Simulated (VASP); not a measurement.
# PbSe (Fm-3m) in VASP: a series of runs

PbSe is run at these levels: RPBE+D4, PBE, PBEsol+D3(BJ), revPBE+D4; tasks: single point.

All numbers are computed with VASP 6.6.1; they aren't measurements. Logs are shortened: lines on timing, memory, paths and dates and some standing lists are left out, and cuts for length are marked.

## (1) The cell of the first run

The structure is cubic, space group Fm-3m (No. 225). The conventional cell has a = 6.050 Å, b = 6.050 Å, c = 6.050 Å, α = 90.00°, β = 90.00°, γ = 90.00°. Within 4.0 Å of Pb (site symmetry m-3m) lie 6 Se at 3.02 Å. Se (site symmetry m-3m) has 6 Pb at 3.02 Å within 4.0 Å.

## (2) Single point, RPBE+D4 (volume scaled by 0.96)

Input file INCAR:

```
PREC     = Accurate       # precision mode
ENCUT    = 500            # plane-wave cutoff, eV
EDIFF    = 1E-6           # SCF threshold, eV
ISMEAR   = 0              # smearing method
SIGMA    = 0.05           # smearing width, eV
LREAL    = F              # projectors in reciprocal space
LASPH    = T              # aspherical terms in the spheres
NELM     = 120            # most SCF steps
ALGO     = Normal         # electronic algorithm
ISIF     = 2              # what is computed and relaxed
LWAVE    = F              # write WAVECAR
LCHARG   = F              # write CHGCAR
GGA      = RP             # functional
IVDW     = 13             # dispersion correction
NBANDS   = 17             # bands
GGA_COMPAT= F
```

Input file KPOINTS:

```
regular mesh
0
Gamma
  6 6 6
```

Input file POSCAR:

```
PbSe
1.0
    0.0000000000      3.0247884761      3.0247884761
    3.0247884761      0.0000000000      3.0247884761
    3.0247884761      3.0247884761      0.0000000000
Pb Se
1 1
Direct
    0.5000000000      0.5000000000      0.5000000000
    0.0000000000      0.0000000000      0.0000000000
```

Potentials or basis: VASP PAW PBE potentials, release 64 (Pb_d, Se).

On the command line:

```bash
> cat potpaw_PBE.64/Pb_d/POTCAR potpaw_PBE.64/Se/POTCAR > POTCAR
> mpirun -np 1 vasp_std > vasp.out
```

OUTCAR:

```text
PREC = Accurate
   ENCUT = 500
   EDIFF = 1E-6
   ISMEAR = 0
   LREAL = F
   LASPH = T
   NELM = 120
   ISIF = 2
   GGA = RP
   IVDW = 13

 ion  position               nearest neighbor table
   1  0.500  0.500  0.500-   2 3.02   2 3.02   2 3.02   2 3.02   2 3.02   2 3.02
   2  0.000  0.000  0.000-   1 3.02   1 3.02   1 3.02   1 3.02   1 3.02   1 3.02

  LATTYP: Found a face centered cubic cell.
 ALAT       =     6.0495769522

  Lattice vectors:

 A1 = (   0.0000000000,   3.0247884761,   3.0247884761)
 A2 = (   3.0247884761,   0.0000000000,   3.0247884761)
 A3 = (   3.0247884761,   3.0247884761,   0.0000000000)

Analysis of symmetry for initial positions (statically):
=====================================================================
 Subroutine PRICEL returns:
 Original cell was already a primitive cell.

 Routine SETGRP: Setting up the symmetry group for a
 face centered cubic supercell.

 Subroutine GETGRP returns: Found 48 space group operations
 (whereof 48 operations were pure point group operations)
 out of a pool of 48 trial point group operations.

The static configuration has the point symmetry O_h .

Analysis of symmetry for dynamics (positions and initial velocities):
=====================================================================
 Subroutine PRICEL returns:
 Original cell was already a primitive cell.

 Routine SETGRP: Setting up the symmetry group for a
 face centered cubic supercell.

 Subroutine GETGRP returns: Found 48 space group operations
 (whereof 48 operations were pure point group operations)
 out of a pool of 48 trial point group operations.

The dynamic configuration has the point symmetry O_h .

 Subroutine INISYM returns: Found 48 space group operations
 (whereof 48 operations are pure point group operations),
 and found     1 'primitive' translations

----------------------------------------------------------------------------------------

                                     Primitive cell

  volume of cell :      55.3497

  direct lattice vectors                    reciprocal lattice vectors
     0.000000000  3.024788476  3.024788476    -0.165300815  0.165300815  0.165300815
     3.024788476  0.000000000  3.024788476     0.165300815 -0.165300815  0.165300815
     3.024788476  3.024788476  0.000000000     0.165300815  0.165300815 -0.165300815

  length of vectors
     4.277696886  4.277696886  4.277696886     0.286309410  0.286309410  0.286309410

  position of ions in fractional coordinates (direct lattice)
     0.500000000  0.500000000  0.500000000
     0.000000000  0.000000000  0.000000000

[... 68 lines left out ...]
   LREAL  =      F    real-space projection
   EDIFFG = 0.1E-04   stopping-criterion for IOM
   NSW    =      0    number of steps for IOM
   IBRION =     -1    ionic relax: 0-MD 1-quasi-New 2-CG
   NFREE  =      0    steps in history (QN), initial steepest desc. (CG)
   ISIF   =      2    stress and relaxation
   ISYM   =      2    0-nonsym 1-usesym 2-fastsym
   POTIM  = 0.5000    time-step for ionic-motion
   TEBEG  =    0.0;   TEEND  =   0.0 temperature during run
   PSTRESS=    0.0 pullay stress
   NELECT =      20.0000    total number of electrons
   NUPDOWN=      -1.0000    fix difference up-down
   EMIN   =  10.00;   EMAX   =-10.00  energy-range for DOS
   EFERMI =   0.00;   METHOD = LEGACY
   ISMEAR =     0;   SIGMA  =   0.05  broadening in eV -4-tet -1-fermi 0-gaus
   EFERMI_NEDOS =   21; number of points for ismear=-14 and -15
   IALGO  =     38    algorithm
   IMIX   =      4    mixing-type and parameters
     AMIX     =   0.40;   BMIX     =  1.00
     AMIX_MAG =   1.60;   BMIX_MAG =  1.00
  volume/ion in A,a.u.               =      27.67       186.76
  Fermi-wavevector in a.u.,A,eV,Ry     =   1.166039  2.203495 18.499126  1.359647
  Thomas-Fermi vector in A             =   2.302557
   LORBIT       =      0    0 simple, 1 ext, 2 COOP (PROOUT), +10 PAW based schemes
   GGA     = RP    functional components
   LHFCALC =     F    Hartree Fock is set to
   AEXX    =    0.0000 exact exchange contribution
   IVDW    =    13    specifies the selected vdW correction
   LEPSILON=     F    determine dielectric tensor
   LRPA    =     F    only Hartree local field effects (RPA)
 non-spin polarized calculation
 Gauss-broadening in eV      SIGMA  =   0.05
  energy-cutoff  :      500.00
  volume of cell :       55.35
 maximum number of plane-waves:      1420
   NGX = 15   NGY = 15   NGZ = 15

 number of electron      20.0000006 magnetization

 Free energy of the ion-electron system (eV)
  ---------------------------------------------------
  ext. energy  EPLUGINS =         0.00000000
  ---------------------------------------------------
  free energy    TOTEN  =        -7.39994235 eV

  energy without entropy =       -7.39994021  energy(sigma->0) =       -7.39994128

 E-fermi :   5.7994     XC(G=0):  -9.5530

 val. band max:        5.6749690331   @ k =   0.5000   0.0000   0.0000
 cond. band min:       5.9237468289   @ k =   0.5000   0.0000   0.0000
 fundamental gap:      0.2487777957
 Fermi energy:         5.7993579703

 k-point     1 :       0.0000    0.0000    0.0000
  band No.  band energies     occupation
      1     -11.3317      2.00000
      2     -11.3317      2.00000
      3     -11.3317      2.00000
      4     -11.3255      2.00000
      5     -11.3255      2.00000
      6      -8.2448      2.00000
[... 297 lines left out ...]
      4     -11.2998      2.00000
      5     -11.2812      2.00000
      6      -6.6491      2.00000
[... 9 lines left out ...]
     16      17.4666      0.00000
     17      18.2854      0.00000

------------------------ aborting loop because EDIFF is reached ----------------------------------------

  DFT-D4 for vdW energy calculation

  Edisp (eV):   -1.50424

  FORCE on cell =-STRESS in cart. coord.  units (eV):
  Direction    XX          YY          ZZ          XY          YZ          ZX
  --------------------------------------------------------------------------------------
  -------------------------------------------------------------------------------------
  Total       0.75158     0.75158     0.75158     0.00000     0.00000    -0.00000
  in kB      21.75566    21.75566    21.75566     0.00000     0.00000    -0.00000
  external pressure =       21.76 kB  Pullay stress =        0.00 kB

 VOLUME and BASIS-vectors are now :
 -----------------------------------------------------------------------------
  energy-cutoff  :      500.00
  volume of cell :       55.35
      direct lattice vectors                 reciprocal lattice vectors
     0.000000000  3.024788476  3.024788476    -0.165300815  0.165300815  0.165300815
     3.024788476  0.000000000  3.024788476     0.165300815 -0.165300815  0.165300815
     3.024788476  3.024788476  0.000000000     0.165300815  0.165300815 -0.165300815

 POSITION                                       TOTAL-FORCE (eV/Angst)
 -----------------------------------------------------------------------------------
      3.02479      3.02479      3.02479         0.000000      0.000000      0.000000
      0.00000      0.00000      0.00000        -0.000000     -0.000000      0.000000
 -----------------------------------------------------------------------------------
    total drift:                                0.000000     -0.000000      0.000000

  FREE ENERGIE OF THE ION-ELECTRON SYSTEM (eV)
  ---------------------------------------------------
  free  energy   TOTEN  =        -8.9041862356 eV

  energy  without entropy=       -8.9041840919  energy(sigma->0) =       -8.90418516
```

OSZICAR:

```text
N       E                     dE             d eps       ncg     rms          rms(c)
DAV:   1     0.149317131971E+03    0.14932E+03   -0.97234E+03   544   0.121E+03
DAV:   2     0.317786739656E+01   -0.14614E+03   -0.14148E+03   561   0.303E+02
DAV:   3    -0.740043536513E+01   -0.10578E+02   -0.10497E+02   697   0.864E+01
DAV:   4    -0.764223932624E+01   -0.24180E+00   -0.24164E+00   654   0.143E+01
DAV:   5    -0.765017771988E+01   -0.79384E-02   -0.79380E-02   763   0.263E+00    0.299E+00
DAV:   6    -0.739645427372E+01    0.25372E+00   -0.60079E-01   825   0.540E+00    0.179E+00
DAV:   7    -0.739390115390E+01    0.25531E-02   -0.12451E-01   680   0.176E+00    0.942E-01
DAV:   8    -0.740003325446E+01   -0.61321E-02   -0.15746E-02   627   0.139E+00    0.153E-01
DAV:   9    -0.739979393583E+01    0.23932E-03   -0.25056E-03   841   0.560E-01    0.508E-02
DAV:  10    -0.739991350420E+01   -0.11957E-03   -0.34899E-04   592   0.107E-01    0.211E-02
DAV:  11    -0.739994237967E+01   -0.28875E-04   -0.14499E-04   680   0.118E-01    0.128E-02
DAV:  12    -0.739994235074E+01    0.28923E-07   -0.73076E-06   669   0.166E-02
   1 F= -.89041862E+01 E0= -.89041852E+01  d E =-.214371E-05
```

stdout:

```text
POSCAR found type information on POSCAR PbSe
 POSCAR found :  2 types and       2 ions
 scaLAPACK will be used
 -----------------------------------------------------------------------------
|                                                                             |
|                                                                             |
|     You enforced a specific xc type in the INCAR file but a different       |
|     I HOPE YOU KNOW WHAT YOU ARE DOING!                                     |
|                                                                             |
 -----------------------------------------------------------------------------

 LDA part: xc-table for (Slater+PW92), standard interpolation
 POSCAR, INCAR and KPOINTS ok, starting setup
 FFT: planning ... GRIDC
 FFT: planning ... GRID_SOFT
 FFT: planning ... GRID
 WAVECAR not read
 entering main loop
```

Run time: 24 s. Hardware: 1 thread of Intel Xeon 8259CL, shared host; peak memory 0.17 GiB.

Results:

| Quantity | Value |
| --- | --- |
| Free energy | -8.9042 eV |
| Pressure | 2.2 GPa |
| Band gap on the k mesh | 0.25 eV, direct |
| Dispersion energy per atom | -0.752 eV |

Caveat: the cell differs from its parent crystal (volume scaled by 0.96); the PAW data sets were made with another functional, which shifts forces and pressure a little; spin-orbit coupling is left out, which moves the levels of the heavy elements.

## (3) Single point, PBE

This run uses another cell than the first one, of 28.71 Å³/atom, 1.038 times its volume.

Input file INCAR:

```
PREC = Accurate ; ENCUT = 500
EDIFF = 1E-6 ; ISMEAR = 0
SIGMA = 0.05 ; LREAL = F
LASPH = T ; NELM = 120
ALGO = Normal ; ISIF = 2
LWAVE = F ; LCHARG = F
GGA = PE ; NBANDS = 17
GGA_COMPAT = F
```

Input file KPOINTS:

```
Automatic mesh
0
Gamma
  6 6 6
```

Input file POSCAR:

```
PbSe
1.0
    0.0000000000      3.0621516472      3.0621516472
    3.0621516472      0.0000000000      3.0621516472
    3.0621516472      3.0621516472      0.0000000000
Pb Se
1 1
Direct
    0.5000000000      0.5000000000      0.5000000000
    0.0000000000      0.0000000000      0.0000000000
```

Potentials or basis: VASP PAW PBE potentials, release 64 (Pb_d, Se).

On the command line:

```bash
> cat potpaw_PBE.64/Pb_d/POTCAR potpaw_PBE.64/Se/POTCAR > POTCAR
> mpirun -np 1 vasp_std > vasp.out
```

Wall time 27 s (1 thread of Intel Xeon 8259CL, shared host); peak memory 0.17 GiB.

Results (log left out):

```yaml
Free_energy: -8.1825 eV
Pressure: 2.3 GPa
Band_gap_on_the_k_mesh: 0.30 eV, direct
```

Levels at points of the mesh, in eV from the valence-band top:
```tsv
k point	band 7	band 8	band 9	band 10	band 11	band 12	band 13	band 14
(0.00, 0.00, 0.00)	-6.30	-1.87	-1.87	-1.87	4.71	4.71	4.71	6.52
(0.50, 0.00, 0.00)	-8.79	-1.46	-1.46	0.00	0.30	1.70	1.70	8.55
(0.50, 0.50, 0.00)	-7.38	-4.97	-3.22	-3.22	3.70	5.61	5.61	6.04
```

Caveat: spin-orbit coupling is left out, which moves the levels of the heavy elements. A k mesh can miss the band edges.

## (4) Single point, PBEsol+D3(BJ)

This run uses another cell than the first one, of 28.21 Å³/atom, 1.019 times its volume.

Input file INCAR:

```
SYSTEM = PbSe
ALGO = Normal ; EDIFF = 1E-6
ENCUT = 500 ; GGA = PS
GGA_COMPAT = .False. ; ISIF = 2
ISMEAR = 0 ; IVDW = 12
LASPH = .True. ; LCHARG = .True.
LELF = .True. ; LREAL = .False.
LVHAR = .True. ; LWAVE = .False.
NBANDS = 17 ; NELM = 120
PREC = Accurate ; SIGMA = 0.05
```

Input file KPOINTS:

```
k-points
0
Gamma
  6 6 6
  0 0 0
```

Input file POSCAR:

```
PbSe
1.0
    0.0000000000      3.0440546310      3.0440546310
    3.0440546310      0.0000000000      3.0440546310
    3.0440546310      3.0440546310      0.0000000000
Pb Se
1 1
Direct
    0.5000000000      0.5000000000      0.5000000000
    0.0000000000      0.0000000000      0.0000000000
```

On the command line:

```bash
> cat potpaw_PBE.64/Pb_d/POTCAR potpaw_PBE.64/Se/POTCAR > POTCAR
> mpirun -np 1 vasp_std > vasp.out
```

It took 30 s on 1 thread of Intel Xeon 8259CL, shared host; peak memory 0.19 GiB.

Results (log left out):

* Free energy: -9.6484 eV
* Pressure: -1.8 GPa
* Band gap on the k mesh: 0.15 eV, direct
* Dispersion energy per atom: -0.364 eV

Levels at points of the mesh, in eV from the valence-band top:
```
           k point  band 7  band 8  band 9  band 10  band 11  band 12  band 13  band 14
(0.00, 0.00, 0.00)   -6.32   -1.96   -1.96    -1.96     4.70     4.70     4.70     6.40
(0.50, 0.00, 0.00)   -8.94   -1.54   -1.54     0.00     0.15     1.60     1.60     8.42
(0.50, 0.50, 0.00)   -7.45   -5.17   -3.36    -3.36     3.50     5.63     5.63     6.06
```

Caveat: the PAW data sets were made with another functional, which shifts forces and pressure a little; spin-orbit coupling is left out, which moves the levels of the heavy elements. A k mesh can miss the band edges.

[end of part 1 of 2]
